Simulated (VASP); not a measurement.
# KLaSb2 (R-3m) in VASP: single point with r2SCAN

Aim: the single point of KLaSb2 with r2SCAN.

Everything below comes from runs of VASP 6.6.1. Logs are shortened: lines on timing, memory, paths and dates and some standing lists are left out, and cuts for length are marked.

## (1) The cell of the first run

The structure is trigonal, space group R-3m (No. 166). Conventional cell: a = 4.291 Å, b = 4.291 Å, c = 23.176 Å, α = 90.00°, β = 90.00°, γ = 120.00°. Within 4.4 Å of K (site symmetry -3m) lie 6 Sb at 3.37 Å and 6 K at 4.29 Å. La (site symmetry -3m) has 6 Sb at 2.94 Å within 3.9 Å. Within 4.1 Å of Sb (site symmetry 3m) lie 3 La at 2.94 Å and 3 K at 3.37 Å and 3 Sb at 4.01 Å.

## (2) Single point, r2SCAN

POSCAR reads:

```
KLaSb2
1.0
    4.2914110000      0.0000000000      0.0000000000
   -2.1457060000      3.7164770000      0.0000000000
   -2.1457060000      1.2388260000      7.7254510000
K La Sb
1 1 2
Direct
    0.0000000000      0.0000000000      0.0000000000
    0.5000000000      0.5000000000      0.5000000000
    0.2346300000      0.7653700000      0.7038900000
    0.7653700000      0.2346300000      0.2961100000
```

INCAR.step1 reads:

```
PREC     = Accurate       # precision mode
ENCUT    = 520            # plane-wave cutoff, eV
ISMEAR   = -1             # smearing method
SIGMA    = 0.1            # smearing width, eV
LREAL    = False          # projectors in reciprocal space
LASPH    = True           # aspherical terms in the spheres
NELM     = 100            # most SCF steps
NBANDS   = 23             # bands
GGA      = PE             # functional
ALGO     = Normal         # electronic algorithm
EDIFF    = 1E-4           # SCF threshold, eV
LWAVE    = True           # write WAVECAR
LCHARG   = False          # write CHGCAR
```

INCAR.step2 reads:

```
PREC     = Accurate       # precision mode
ENCUT    = 520            # plane-wave cutoff, eV
EDIFF    = 1E-6           # SCF threshold, eV
ISMEAR   = -1             # smearing method
SIGMA    = 0.1            # smearing width, eV
LREAL    = False          # projectors in reciprocal space
LASPH    = True           # aspherical terms in the spheres
NELM     = 100            # most SCF steps
ALGO     = Normal         # electronic algorithm
ISIF     = 2              # what is computed and relaxed
LWAVE    = False          # write WAVECAR
LCHARG   = True           # write CHGCAR
METAGGA  = R2SCAN         # meta-GGA
LMIXTAU  = True         
LELF     = True           # ELF
LVHAR    = True         
NBANDS   = 23             # bands
ISTART   = 1
```

KPOINTS reads:

```
Automatic mesh
0
Gamma
  9 9 9
```

Potentials or basis: VASP PAW PBE potentials, release 64 (K_sv, La, Sb).

The run is started by

```bash
$ cat potpaw_PBE.64/K_sv/POTCAR potpaw_PBE.64/La/POTCAR potpaw_PBE.64/Sb/POTCAR > POTCAR
$ cp INCAR.step1 INCAR
$ mpirun -np 1 vasp_std > vasp.out
$ cp INCAR.step2 INCAR
$ mpirun -np 1 vasp_std > vasp.out
```

OUTCAR:

```text
PREC = Accurate
   ENCUT = 520
   EDIFF = 1E-6
   ISMEAR = -1
   LREAL = False
   LASPH = True
   NELM = 100
   ISIF = 2
   METAGGA = R2SCAN
   ISTART = 1

 ion  position               nearest neighbor table
   1  0.000  0.000  0.000-   4 3.37   3 3.37   4 3.37   3 3.37   4 3.37   3 3.37
   2  0.500  0.500  0.500-   3 2.94   4 2.94   4 2.94   3 2.94   3 2.94   4 2.94
   3  0.235  0.765  0.704-   2 2.94   2 2.94   2 2.94   1 3.37   1 3.37   1 3.37
   4  0.765  0.235  0.296-   2 2.94   2 2.94   2 2.94   1 3.37   1 3.37   1 3.37

  LATTYP: Found a trigonal (rhomboedric) cell.
 ALAT       =     8.1130350209
 COS(alpha) =     0.8601042242

  Lattice vectors:

 A1 = (  -2.1457060000,   1.2388260000,   7.7254510000)
 A2 = (  -0.0000000000,  -2.4776510000,   7.7254510000)
 A3 = (   2.1457050000,   1.2388260000,   7.7254510000)

Analysis of symmetry for initial positions (statically):
=====================================================================
 Subroutine PRICEL returns:
 Original cell was already a primitive cell.

 Routine SETGRP: Setting up the symmetry group for a
 trigonal (rhombohedral) supercell.

 Subroutine GETGRP returns: Found 12 space group operations
 (whereof 12 operations were pure point group operations)
 out of a pool of 12 trial point group operations.

The static configuration has the point symmetry D_3d.

Analysis of symmetry for dynamics (positions and initial velocities):
=====================================================================
 Subroutine PRICEL returns:
 Original cell was already a primitive cell.

 Routine SETGRP: Setting up the symmetry group for a
 trigonal (rhombohedral) supercell.

 Subroutine GETGRP returns: Found 12 space group operations
 (whereof 12 operations were pure point group operations)
 out of a pool of 12 trial point group operations.

The dynamic configuration has the point symmetry D_3d.

 Subroutine INISYM returns: Found 12 space group operations
 (whereof 12 operations are pure point group operations),
 and found     1 'primitive' translations

----------------------------------------------------------------------------------------

                                     Primitive cell

  volume of cell :     123.2127

  direct lattice vectors                    reciprocal lattice vectors
     4.291411000  0.000000000  0.000000000     0.233023591  0.134536045  0.043147431
    -2.145706000  3.716477000  0.000000000     0.000000000  0.269072027 -0.043147439
    -2.145706000  1.238826000  7.725451000     0.000000000  0.000000000  0.129442281

  length of vectors
     4.291411000  4.291416495  8.113035021     0.272509893  0.272509554  0.129442281

[... 87 lines left out ...]
   NSW    =      0    number of steps for IOM
   IBRION =     -1    ionic relax: 0-MD 1-quasi-New 2-CG
   NFREE  =      0    steps in history (QN), initial steepest desc. (CG)
   ISIF   =      2    stress and relaxation
   ISYM   =      2    0-nonsym 1-usesym 2-fastsym
   POTIM  = 0.5000    time-step for ionic-motion
   TEBEG  =    0.0;   TEEND  =   0.0 temperature during run
   PSTRESS=    0.0 pullay stress
   NELECT =      30.0000    total number of electrons
   NUPDOWN=      -1.0000    fix difference up-down
   EMIN   =  10.00;   EMAX   =-10.00  energy-range for DOS
   EFERMI =   0.00;   METHOD = LEGACY
   ISMEAR =    -1;   SIGMA  =   0.10  broadening in eV -4-tet -1-fermi 0-gaus
   EFERMI_NEDOS =   21; number of points for ismear=-14 and -15
   IALGO  =     38    algorithm
   IMIX   =      4    mixing-type and parameters
     AMIX     =   0.40;   BMIX     =  1.00
     AMIX_MAG =   1.60;   BMIX_MAG =  1.00
  volume/ion in A,a.u.               =      30.80       207.87
  Fermi-wavevector in a.u.,A,eV,Ry     =   1.022265  1.931801 14.218435  1.045026
  Thomas-Fermi vector in A             =   2.155935
   LORBIT       =      0    0 simple, 1 ext, 2 COOP (PROOUT), +10 PAW based schemes
   METAGGA = R2SCAN    functional components
   LHFCALC =     F    Hartree Fock is set to
   AEXX    =    0.0000 exact exchange contribution
   IVDW    =     0    specifies the selected vdW correction
   LEPSILON=     F    determine dielectric tensor
   LRPA    =     F    only Hartree local field effects (RPA)
 non-spin polarized calculation
  energy-cutoff  :      520.00
  volume of cell :      123.21
 maximum number of plane-waves:      3342
   NGX = 15   NGY = 15   NGZ = 31

 number of electron      30.0000002 magnetization

 Free energy of the ion-electron system (eV)
  ---------------------------------------------------
  ext. energy  EPLUGINS =         0.00000000
  ---------------------------------------------------
  free energy    TOTEN  =       -88.52435461 eV

  energy without entropy =      -88.40774510  energy(sigma->0) =      -88.46604986

 E-fermi :   5.3075     XC(G=0):  -9.6808

 val. band max:        5.3073115566   @ k =   0.3333  -0.0000   0.0000
 cond. band min:       5.3175909171   @ k =   0.1111  -0.0000   0.2222
 fundamental gap:      0.0102793605
 Fermi energy:         5.3075102613

 k-point     1 :       0.0000    0.0000    0.0000
  band No.  band energies     occupation
      1     -27.3091      2.00000
      2     -25.9511      2.00000
      3     -11.1502      2.00000
      4     -10.6772      2.00000
      5     -10.6772      2.00000
      6      -8.7579      2.00000
[... 613 lines left out ...]
     22       9.2360      0.00000
     23       9.3893      0.00000

 [... further k-points ...]

------------------------ aborting loop because EDIFF is reached ----------------------------------------

  FORCE on cell =-STRESS in cart. coord.  units (eV):
  Direction    XX          YY          ZZ          XY          YZ          ZX
  --------------------------------------------------------------------------------------
  -------------------------------------------------------------------------------------
  Total       11.6030039     11.6030417      9.8339972     -0.0000016      0.0000004     -0.0000004
  in kB      150.8778959    150.8783876    127.8748861     -0.0000203      0.0000055     -0.0000055
  external PRESSURE =     143.2103899 kB  Pullay stress =       0.0000000 kB

 VOLUME and BASIS-vectors are now :
 -----------------------------------------------------------------------------
  energy-cutoff  :      520.00
  volume of cell :      123.21
      direct lattice vectors                 reciprocal lattice vectors
     4.291411000  0.000000000  0.000000000     0.233023591  0.134536045  0.043147431
    -2.145706000  3.716477000  0.000000000     0.000000000  0.269072027 -0.043147439
    -2.145706000  1.238826000  7.725451000     0.000000000  0.000000000  0.129442281

 POSITION                                       TOTAL-FORCE (eV/Angst)
 -----------------------------------------------------------------------------------
      0.00000      0.00000      0.00000         0.000000      0.000000      0.000000
     -0.00000      2.47765      3.86273         0.000000     -0.000000      0.000000
     -2.14571      3.71648      5.43787        -0.000000      0.000000      1.718230
      2.14571      1.23883      2.28758         0.000000     -0.000000     -1.718230
 -----------------------------------------------------------------------------------
    total drift:                               -0.000000      0.000000      0.000000

  FREE ENERGIE OF THE ION-ELECTRON SYSTEM (eV)
  ---------------------------------------------------
  free  energy   TOTEN  =       -88.5243546121 eV

  energy  without entropy=      -88.4077451006  energy(sigma->0) =      -88.46604986
```

OUTCAR.step1:

```text
PREC = Accurate
   ENCUT = 520
   ISMEAR = -1
   LREAL = False
   LASPH = True
   NELM = 100
[... 851 lines left out ...]
     -0.00000      2.47765      3.86273         0.000000      0.000000      0.000000
     -2.14571      3.71648      5.43787        -0.000000      0.000000      1.613620
      2.14571      1.23883      2.28758         0.000000     -0.000000     -1.613620
 -----------------------------------------------------------------------------------
    total drift:                                0.000000      0.000000     -0.000000

  FREE ENERGIE OF THE ION-ELECTRON SYSTEM (eV)
  ---------------------------------------------------
  free  energy   TOTEN  =       -15.0293976105 eV

  energy  without entropy=      -14.9080978577  energy(sigma->0) =      -14.96874773
```

OSZICAR.step1:

```text
N       E                     dE             d eps       ncg     rms          rms(c)
DAV:   1     0.282064492705E+03    0.28206E+03   -0.11244E+04  3910   0.146E+03
DAV:   2     0.274105579806E+02   -0.25465E+03   -0.23005E+03  5085   0.272E+02
DAV:   3    -0.125543176725E+02   -0.39965E+02   -0.37678E+02  5298   0.136E+02
DAV:   4    -0.156851565971E+02   -0.31308E+01   -0.30965E+01  7180   0.333E+01
DAV:   5    -0.158403393751E+02   -0.15518E+00   -0.15498E+00  5299   0.630E+00    0.666E+00
DAV:   6    -0.150617305101E+02    0.77861E+00   -0.33043E+00  6860   0.114E+01    0.511E+00
DAV:   7    -0.150322172623E+02    0.29513E-01   -0.34908E-01  6672   0.400E+00    0.288E+00
DAV:   8    -0.150294153838E+02    0.28019E-02   -0.17329E-01  5979   0.261E+00    0.415E-01
DAV:   9    -0.150294266468E+02   -0.11263E-04   -0.15586E-02  6538   0.866E-01    0.216E-01
DAV:  10    -0.150293325998E+02    0.94047E-04   -0.43769E-03  6319   0.426E-01    0.723E-02
DAV:  11    -0.150293976105E+02   -0.65011E-04   -0.28145E-04  4846   0.133E-01
   1 F= -.15029398E+02 E0= -.14968748E+02  d E =-.121300E+00
```

Run time: 10 min. Hardware: 1 thread of AMD EPYC 9R45 (Zen 5), shared host; peak memory 0.45 GiB.

What came out:

```yaml
Free_energy: -88.5244 eV
Pressure: 14.3 GPa
Largest_force: 1.718 eV/Å
Band_gap_on_the_k_mesh: zero (bands 15 and 16 overlap by 1.26 eV)
```

Forces in eV/Å, atoms in the order of the input:
```
K    0.000  0.000  0.000
La   0.000  0.000  0.000
Sb   0.000  0.000  1.718
Sb   0.000  0.000 -1.718
```

Stress tensor (GPa, compression positive):
```
15.09  0.00  0.00
 0.00 15.09  0.00
 0.00  0.00 12.79
```

Caveat: the cell stands under pressure; the PAW data sets were made with another functional, which shifts forces and pressure a little; spin-orbit coupling is left out, which moves the levels of the heavy elements.
